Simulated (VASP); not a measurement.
**TiO2: single point with PBE**

The system is TiO2.

```
CELL_PARAMETERS angstrom
-1.84262 1.84262 4.92118
1.84262 -1.84262 4.92118
1.84262 1.84262 -4.92118
ATOMIC_POSITIONS crystal
Ti 0.00000 0.00000 0.00000
Ti 0.75000 0.25000 0.50000
O 0.20651 0.20651 0.00000
O 0.95651 0.45651 0.50000
O 0.54349 0.04349 0.50000
O 0.79349 0.79349 0.00000
```

This cell differs from its parent crystal: strain -0.030 along x and y, +0.015 along z.

```yaml
Program: VASP 6.6.1
Task: single point
Functional: PBE
Potentials_or_basis: VASP PAW PBE potentials, release 64 (Ti_sv, O)
Cutoff: 520 eV
k_mesh: 10 × 10 × 10
Occupations: gaussian, width 0.05 eV
Spin: no spin polarisation
```

```yaml
Pressure: 11.6 GPa
Largest_force: 0.332 eV/Å
Band_gap_on_the_k_mesh: 2.27 eV (least direct gap 2.64 eV)
```

Forces in eV/Å, atoms in the order of the input:
```
Ti   0.000  0.000  0.000
Ti   0.000  0.000  0.000
O    0.000  0.000 -0.332
O    0.000  0.000 -0.332
O    0.000  0.000  0.332
O    0.000  0.000  0.332
```

Stress tensor (GPa, compression positive):
```
15.31  0.00  0.00
 0.00 15.31  0.00
 0.00  0.00  4.26
```

Levels at points of the mesh, in eV from the valence-band top:
| k point | band 22 | band 23 | band 24 | band 25 | band 26 | band 27 |
| --- | --- | --- | --- | --- | --- | --- |
| (0.00, 0.00, 0.00) | -0.93 | -0.49 | -0.49 | 2.27 | 2.89 | 4.30 |
| (0.50, 0.00, 0.00) | -0.98 | -0.94 | -0.75 | 3.50 | 3.64 | 3.70 |
| (0.50, 0.50, 0.00) | -2.17 | -0.05 | -0.05 | 3.34 | 3.34 | 3.87 |
| (0.50, 0.50, 0.50) | -1.34 | -0.16 | -0.16 | 2.57 | 2.57 | 4.02 |

Wall time 15 min on 1 thread of Intel Xeon 8259CL (shared host), peak memory 0.37 GiB.

Caveat: the cell differs from its parent crystal (strain -0.030 along x and y, +0.015 along z); the cell stands under pressure. A k mesh can miss the band edges.
